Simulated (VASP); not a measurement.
# TiSi12N16 (a cell with a defect) in VASP: a series of runs

TiSi12N16 (a cell with a defect) is run at these levels: PBE; tasks: single point.

Program: VASP 6.6.1. These are calculated values, not measurements. Logs are shortened: lines on timing, memory, paths and dates and some standing lists are left out, and cuts for length are marked.

## 1. The cell of the first run

The cell holds a defect, 29 atoms: a = 7.663 Å, b = 7.663 Å, c = 5.852 Å, α = 90.00°, β = 90.00°, γ = 120.00°.

## 2. Single point, PBE

INCAR reads:

```
SYSTEM = TiSi12N16
PREC = Accurate ; ENCUT = 520
EDIFF = 1E-7 ; ISMEAR = -1
SIGMA = 0.01 ; LREAL = Auto
LASPH = .True. ; NELM = 80
ALGO = Normal ; ISIF = 2
LWAVE = .False. ; LCHARG = .True.
GGA = PE ; LELF = .True.
LVHAR = .True. ; NBANDS = 90
```

KPOINTS reads:

```
Automatic mesh
0
Gamma
  1 1 1
  0.25 0.25 0.25
```

POSCAR reads:

```
TiSi12N16
1.0
    7.6633883300      0.0000000000      0.0000000000
   -3.8316941700      6.6366889800      0.0000000000
    0.0000000000      0.0000000000      5.8522780000
Si N Ti
12 16 1
Direct
    0.2297092296      0.8214450031      0.3750469475
    0.4072071089      0.2295008858      0.1288118917
    0.8206681880      0.5897461839      0.1285376395
    0.1770855836      0.4073930552      0.3760209272
    0.5904740149      0.7675580422      0.3757680343
    0.7679733875      0.1757160843      0.1295464775
    0.2297752045      0.8263745697      0.8792393321
    0.4015940795      0.2288983263      0.6240475931
    0.8260173163      0.5952355176      0.6238760360
    0.1716352390      0.4017524413      0.8806741580
    0.5964290830      0.7682632131      0.8805839367
    0.7680851012      0.1704625610      0.6253130832
    0.3325684983      0.6661347267      0.3784034183
    0.6651250007      0.3310290729      0.1261713815
    0.9679555701      0.6629689915      0.3721747326
    0.3014224289      0.9684794661      0.1311067246
    0.6621543283      0.6915885337      0.1321524712
    0.3353820165      0.3052541721      0.3725533886
    0.0297415031      0.3342374498      0.1324289448
    0.6961208158      0.0285636408      0.3733335976
    0.3325181680      0.6656298063      0.8765340608
    0.6653198621      0.3313783434      0.6280123740
    0.9650089741      0.6752103366      0.8794119145
    0.2899858455      0.9656919315      0.6239777058
    0.6752703459      0.7080512608      0.6250179844
    0.3223719525      0.2889140964      0.8794689863
    0.0327625157      0.3220687313      0.6251041048
    0.7075424563      0.0314144599      0.8807385774
   -0.0013644054     -0.0014132047     -0.2477457496
```

Potentials or basis: VASP PAW PBE potentials, release 64 (Si, N, Ti_sv).

On the command line:

```
> cat potpaw_PBE.64/Si/POTCAR potpaw_PBE.64/N/POTCAR potpaw_PBE.64/Ti_sv/POTCAR > POTCAR
> mpirun -np 1 vasp_std > vasp.out
```

OUTCAR:

```text
SYSTEM = TiSi12N16
   PREC = Accurate
   ENCUT = 520
   EDIFF = 1E-7
   ISMEAR = -1
   LREAL = Auto
   LASPH = .True.
   NELM = 80
   ISIF = 2
   GGA = PE

 ion  position               nearest neighbor table
   1  0.230  0.821  0.375-  13 1.73  16 1.73  24 1.75  15 1.75   7 2.90   7 2.95   4 2.99   5 2.99
                             9 3.06   2 3.07   3 3.08   8 3.08
   2  0.407  0.230  0.129-  14 1.72  18 1.73  16 1.74  26 1.75   8 2.90   8 2.95   3 2.99   6 2.99
                             7 3.05   1 3.07   4 3.08  10 3.08
   3  0.821  0.590  0.129-  15 1.73  14 1.73  17 1.74  23 1.75   9 2.90   9 2.95   2 2.99   6 2.99
                            11 3.05   5 3.08   1 3.08   7 3.09
   4  0.177  0.407  0.376-  19 1.73  13 1.73  18 1.74  27 1.75  10 2.90  10 2.95   5 2.98   1 2.99
                             8 3.05   2 3.08   6 3.08  12 3.09
   5  0.590  0.768  0.376-  13 1.72  17 1.73  20 1.74  25 1.75  11 2.90  11 2.95   4 2.98   1 2.99
                            12 3.05   6 3.07   3 3.08   9 3.08
   6  0.768  0.176  0.130-  14 1.73  20 1.73  28 1.75  19 1.75  12 2.90  12 2.95   3 2.99   2 2.99
                            10 3.05   5 3.07   4 3.08  11 3.08
   7  0.230  0.826  0.879-  16 1.75  24 1.76  21 1.76  23 1.76  29 2.79   1 2.90   1 2.95   2 3.05
                            10 3.06  11 3.06   8 3.07   9 3.08   3 3.09
   8  0.402  0.229  0.624-  18 1.75  24 1.75  26 1.76  22 1.76  29 2.79   2 2.90   2 2.95   4 3.05
                             9 3.05  12 3.06   7 3.07  10 3.07   1 3.08
   9  0.826  0.595  0.624-  15 1.75  25 1.76  23 1.76  22 1.77  29 2.79   3 2.90   3 2.95   8 3.05
[... 8 lines left out ...]
  14  0.665  0.331  0.126-   2 1.72   6 1.73   3 1.73
  15  0.968  0.663  0.372-   3 1.73   9 1.75   1 1.75
  16  0.301  0.968  0.131-   1 1.73   2 1.74   7 1.75
  17  0.662  0.692  0.132-   5 1.73   3 1.74  11 1.75
  18  0.335  0.305  0.373-   2 1.73   4 1.74   8 1.75
[... 8 lines left out ...]
  27  0.033  0.322  0.625-   4 1.75  10 1.76  12 1.76
  28  0.708  0.031  0.881-   6 1.75  11 1.75  12 1.76
  29  0.999  0.999  0.752-  12 2.78  11 2.78   8 2.79   7 2.79  10 2.79   9 2.79

  LATTYP: Found a hexagonal cell.
 ALAT       =     7.6633883300
 C/A-ratio  =     0.7636671597

  Lattice vectors:

 A1 = (   7.6633883300,   0.0000000000,   0.0000000000)
 A2 = (  -3.8316941700,   6.6366889800,   0.0000000000)
 A3 = (   0.0000000000,   0.0000000000,   5.8522780000)

Analysis of symmetry for initial positions (statically):
=====================================================================
 Subroutine PRICEL returns:
 Original cell was already a primitive cell.

 Routine SETGRP: Setting up the symmetry group for a
 hexagonal supercell.

 Subroutine GETGRP returns: Found  1 space group operations
 (whereof  1 operations were pure point group operations)
 out of a pool of 24 trial point group operations.

[... 159 lines left out ...]
   PSTRESS=    0.0 pullay stress
   NELECT =     140.0000    total number of electrons
   NUPDOWN=      -1.0000    fix difference up-down
   EMIN   =  10.00;   EMAX   =-10.00  energy-range for DOS
   EFERMI =   0.00;   METHOD = LEGACY
   ISMEAR =    -1;   SIGMA  =   0.01  broadening in eV -4-tet -1-fermi 0-gaus
   EFERMI_NEDOS =   21; number of points for ismear=-14 and -15
   IALGO  =     38    algorithm
   IMIX   =      4    mixing-type and parameters
     AMIX     =   0.40;   BMIX     =  1.00
     AMIX_MAG =   1.60;   BMIX_MAG =  1.00
  volume/ion in A,a.u.               =      10.26        69.26
  Fermi-wavevector in a.u.,A,eV,Ry     =   1.273166  2.405935 22.054393  1.620952
  Thomas-Fermi vector in A             =   2.406005
   LORBIT       =      0    0 simple, 1 ext, 2 COOP (PROOUT), +10 PAW based schemes
   GGA     = PE    functional components
   LHFCALC =     F    Hartree Fock is set to
   AEXX    =    0.0000 exact exchange contribution
   IVDW    =     0    specifies the selected vdW correction
   LEPSILON=     F    determine dielectric tensor
   LRPA    =     F    only Hartree local field effects (RPA)
 non-spin polarized calculation
  energy-cutoff  :      520.00
  volume of cell :      297.64
 maximum number of plane-waves:      8005
 NGX is ok and might be reduce to    60
   NGX = 29   NGY = 29   NGZ = 21

 number of electron     139.9999992 magnetization

 Free energy of the ion-electron system (eV)
  ---------------------------------------------------
  ext. energy  EPLUGINS =         0.00000000
  ---------------------------------------------------
  free energy    TOTEN  =      -232.07692414 eV

  energy without entropy =     -232.07692414  energy(sigma->0) =     -232.07692414

 E-fermi :  10.9710     XC(G=0): -11.1128

 val. band max:       10.7742866964   @ k =   0.5000   0.2500   0.2500
 cond. band min:      11.1695844686   @ k =  -0.2500  -0.2500   0.2500
 fundamental gap:      0.3952977721
 Fermi energy:        10.9710078216

 k-point     1 :       0.2500    0.2500    0.2500
  band No.  band energies     occupation
      1     -45.6353      2.00000
      2     -22.1876      2.00000
      3     -22.0044      2.00000
      4     -21.9816      2.00000
      5     -10.3551      2.00000
      6      -9.8881      2.00000
[... 499 lines left out ...]
     81      13.1256      0.00000
     82      13.1971      0.00000
 [bands above 82 left out]

------------------------ aborting loop because EDIFF is reached ----------------------------------------

  FORCE on cell =-STRESS in cart. coord.  units (eV):
  Direction    XX          YY          ZZ          XY          YZ          ZX
  --------------------------------------------------------------------------------------
  -------------------------------------------------------------------------------------
  Total        0.3816566      0.8166021     15.6601228     -0.3666805      0.0530334      0.0366464
  in kB        2.0544050      4.3956571     84.2962972     -1.9737907      0.2854714      0.1972625
  external PRESSURE =      30.2487864 kB  Pullay stress =       0.0000000 kB

 VOLUME and BASIS-vectors are now :
 -----------------------------------------------------------------------------
  energy-cutoff  :      520.00
  volume of cell :      297.64
      direct lattice vectors                 reciprocal lattice vectors
     7.663388330  0.000000000  0.000000000     0.130490582  0.075338772  0.000000000
    -3.831694170  6.636688980  0.000000000     0.000000000  0.150677545  0.000000000
     0.000000000  0.000000000  5.852278000     0.000000000  0.000000000  0.170873632

 POSITION                                       TOTAL-FORCE (eV/Angst)
 -----------------------------------------------------------------------------------
     -1.38717      5.45167      2.19488        -0.069530     -0.126557     -0.037032
      2.24121      1.52313      0.75384        -0.006617      0.060617      0.008864
      4.02937      3.91396      0.75224         0.056965     -0.083822      0.018047
     -0.20393      2.70374      2.20058        -0.059186      0.087418     -0.019243
      1.58398      5.09404      2.19910        -0.000221     -0.058611     -0.012746
      5.21199      1.16617      0.75814         0.071177      0.123738      0.037657
[... 21 lines left out ...]
      5.30180      0.20849      5.15433         0.051893      0.106246     -0.067270
      3.82665      6.62731      4.40240         0.004877     -0.008867     -0.001838
 -----------------------------------------------------------------------------------
    total drift:                               -0.000688     -0.017389     -0.010843

  FREE ENERGIE OF THE ION-ELECTRON SYSTEM (eV)
  ---------------------------------------------------
  free  energy   TOTEN  =      -232.0769241389 eV

  energy  without entropy=     -232.0769241381  energy(sigma->0) =     -232.07692414
```

Run time: 4.8 min. Hardware: 1 thread of Intel Xeon Platinum 8488C (Sapphire Rapids), shared host; peak memory 0.46 GiB.

Results:

- Free energy: -232.0769 eV
- Pressure: 3.0 GPa
- Largest force: 0.230 eV/Å
- Band gap on the k mesh: 0.40 eV

Forces in eV/Å, atoms in the order of the input:
```
Si  -0.070 -0.127 -0.037
Si  -0.007  0.061  0.009
Si   0.057 -0.084  0.018
Si  -0.059  0.087 -0.019
Si   0.000 -0.059 -0.013
Si   0.071  0.124  0.038
Si  -0.075 -0.087  0.062
Si   0.021  0.129 -0.027
Si   0.048 -0.049 -0.007
Si  -0.043  0.054  0.007
Si  -0.032 -0.133  0.030
Si   0.063  0.093 -0.061
N   -0.029 -0.054  0.010
N    0.032  0.051 -0.009
N    0.175  0.112  0.099
N    0.089  0.067 -0.035
N    0.020  0.049 -0.081
N   -0.021 -0.043  0.077
N   -0.172 -0.113 -0.099
N   -0.086 -0.068  0.037
N   -0.006 -0.003  0.052
N    0.013  0.002 -0.050
N    0.058  0.036 -0.068
N   -0.049 -0.106  0.065
N   -0.066  0.059  0.030
N    0.066 -0.057 -0.028
N   -0.056 -0.038  0.069
N    0.052  0.106 -0.067
Ti   0.005 -0.009 -0.002
```

Levels at points of the mesh, in eV from the valence-band top:
| k point | band 66 | band 67 | band 68 | band 69 | band 70 | band 71 | band 72 | band 73 | band 74 | band 75 |
| --- | --- | --- | --- | --- | --- | --- | --- | --- | --- | --- |
| (0.25, 0.25, 0.25) | -4.52 | -4.21 | -4.05 | -0.07 | -0.01 | 0.53 | 1.28 | 1.52 | 1.57 | 1.67 |

Caveat: semilocal functionals underestimate gaps, and a narrow one can read as zero.

(Continued in part 2 of 2.)
